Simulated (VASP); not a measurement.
A run of VASP 6.6.1 is set up as follows.

File INCAR:

```
PREC = Accurate ; ENCUT = 520
EDIFF = 1E-6 ; ISMEAR = 0
SIGMA = 0.02 ; LREAL = F
LASPH = T ; NELM = 100
ALGO = Normal ; ISIF = 2
LWAVE = F ; LCHARG = F
GGA = PE ; NBANDS = 48
```

File KPOINTS:

```
regular mesh
0
Gamma
  6 6 6
```

The input POSCAR:

```
Ba2SnF6
1.0
    0.0000000000      4.3533251520      4.3533251520
    4.3533251520      0.0000000000      4.3533251520
    4.3533251520      4.3533251520      0.0000000000
Ba Sn F
2 1 6
Direct
    0.2500000000      0.2500000000      0.2500000000
    0.7500000000      0.7500000000      0.7500000000
    0.0000000000      0.0000000000      0.0000000000
    0.7384737750      0.2615262250      0.2615262250
    0.2615262250      0.7384737750      0.2615262250
    0.2615262250      0.7384737750      0.7384737750
    0.7384737750      0.2615262250      0.7384737750
    0.2615262250      0.2615262250      0.7384737750
    0.7384737750      0.7384737750      0.2615262250
```

Potentials or basis: VASP PAW PBE potentials, release 64 (Ba_sv, Sn_d, F).

Launch:

```bash
$ cat potpaw_PBE.64/Ba_sv/POTCAR potpaw_PBE.64/Sn_d/POTCAR potpaw_PBE.64/F/POTCAR > POTCAR
$ mpirun -np 1 vasp_std > vasp.out
```

Estimate the largest force.

0.007 eV/Å.

Estimate the pressure.

0.2 GPa.

What does it give for the band gap on the k mesh?

2.29 eV, indirect (least direct gap 2.91 eV).

Forces on the atoms (eV/Å):
```
Ba   0.000  0.000  0.000
Ba   0.000  0.000  0.000
Sn   0.000  0.000  0.000
F    0.007  0.000  0.000
F    0.000  0.007  0.000
F   -0.007  0.000  0.000
F    0.000 -0.007  0.000
F    0.000  0.000  0.007
F    0.000  0.000 -0.007
```

Caveat: spin-orbit coupling is left out, which moves the levels of the heavy elements. A k mesh can miss the band edges.
